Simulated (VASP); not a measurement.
## Y2AsN: single point with PBE

Y2AsN:

```xyz
4
Lattice="3.8362 0.0000 0.0000 0.0000 3.8362 0.0000 0.0000 0.0000 5.4603" Properties=species:S:1:pos:R:3 pbc="T T T"
N     0.0000    0.0000    0.0000
Y     0.0000    0.0000    2.7301
Y     1.9181    1.9181    0.0000
As    1.9181    1.9181    2.7301
```

```
Program                : VASP 6.6.1
Task                   : single point
Functional             : PBE
Potentials or basis    : VASP PAW PBE potentials, release 64 (N, Y_sv, As)
Cutoff                 : 520 eV
k mesh                 : 6 × 6 × 4
Occupations            : fermi-dirac, width 0.02 eV
Spin                   : no spin polarisation
Dipole correction      : no
Further INCAR settings : ALGO = Normal; EDIFF = 1e-06; NBANDS = 24
```

```yaml
Pressure: 0.0 GPa
Band_gap_on_the_k_mesh: zero (band 16 reaches 4.32 eV, above the bottom of band 17 at 3.68 eV)
```

Levels at points of the mesh, in eV from the Fermi level:
```csv
k point,band 12,band 13,band 14,band 15,band 16,band 17,band 18,band 19,band 20,band 21
"(0.00, 0.00, 0.00)",-0.47,-0.47,-0.36,0.25,0.45,0.45,2.01,2.01,2.22,2.70
"(0.50, 0.00, 0.00)",-2.51,-2.11,-1.94,-1.47,-1.40,2.90,3.39,3.82,4.26,4.30
"(0.50, 0.50, 0.00)",-2.25,-0.52,-0.49,-0.49,-0.47,-0.19,-0.19,3.80,4.31,4.73
"(0.00, 0.00, 0.50)",-1.96,-0.49,-0.49,-0.32,-0.32,0.04,1.40,3.04,3.35,4.01
"(0.50, 0.00, 0.50)",-3.98,-2.31,-1.89,-1.68,-1.54,3.88,4.23,4.37,4.50,4.56
"(0.50, 0.50, 0.50)",-2.29,-2.29,-1.64,-1.64,-1.58,2.52,2.52,3.73,3.73,4.87
```

Run time: 57 s on 1 thread of Intel(R) Xeon(R) Platinum 8259CL CPU @ 2.50GHz (Skylake/Cascade Lake), with other jobs on the host, peak memory 0.23 GiB.
